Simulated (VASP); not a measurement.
Crystal: Pd.

```
CELL_PARAMETERS angstrom
0.00000 1.94650 1.94650
1.94650 0.00000 1.94650
1.94650 1.94650 0.00000
ATOMIC_POSITIONS crystal
Pd 0.00000 0.00000 0.00000
```

| Quantity | Value |
| --- | --- |
| Program | VASP 6.6.1 |
| Task | relaxation of cell and atoms |
| Functional | PBEsol |
| Potentials or basis | VASP PAW PBE potentials, release 64 (Pd) |
| Cutoff | 600 eV |
| k mesh | 18 × 18 × 18 |
| Occupations | fermi-dirac, width 0.05 eV |
| Spin | no spin polarisation |

At the start: pressure -3.0 GPa; volume 14.75 Å³/atom.

Task: How do energy, volume and symmetry change on relaxing?

Result: Over 3 steps the energy falls by 2.2 meV/atom and the volume is 14.53 Å³/atom (-1.5 %); space group Fm-3m (No. 225, to 0.05 Å).

The path:
```tsv
step	energy change (eV)	largest force (eV/Å)	pressure (GPa)	volume (Å³)
1	0.0000	0.0000	-3.04	14.75
2	0.0040	0.0000	5.58	14.16
3	-0.0022	0.0000	-0.02	14.53
```

Final structure:
```yaml
crystal:
  lattice:
    - [0.00000, 1.93656, 1.93656]
    - [1.93656, 0.00000, 1.93656]
    - [1.93656, 1.93656, 0.00000]
  atoms:
    - { symbol: Pd, position: [0.00000, 0.00000, 0.00000] }
```

Caveat: the PAW data sets were made with another functional, which shifts forces and pressure a little.
